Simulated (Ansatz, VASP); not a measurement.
One calculation of Ti, two programs

```
CELL_PARAMETERS angstrom
1.95415 0.00000 0.00000
0.00000 1.95415 0.00000
0.00000 0.00000 1.95415
ATOMIC_POSITIONS crystal
Ti 0.00000 0.00000 0.00000
```

Change from the starting cell: volume scaled by 0.45, LAPW.

Alike in both runs: task single point; functional LDA; k mesh 15 × 15 × 15; occupations fermi-dirac, width 0.05 eV; no spin polarisation.

|  | VASP | Ansatz |
| --- | --- | --- |
| version | VASP 6.6.1 | Ansatz 0.2.0 |
| potentials or method | VASP PAW LDA potentials, release 64 (Ti_sv), cutoff 520 eV | all-electron LAPW, scalar-relativistic |

|  | VASP | Ansatz | Ansatz less VASP |
| --- | --- | --- | --- |
| pressure (GPa) | 349.6 | 330.5 | -19.12 |

LDA's correlation is that of Perdew and Zunger in VASP and of Perdew and Wang (1992) in Ansatz. Both programs put the cell under a high pressure, so it lies far from rest at this level. Ansatz ran all-electron here, and VASP with PAW potentials.

Noted on VASP's run: the cell as given lies far from equilibrium.
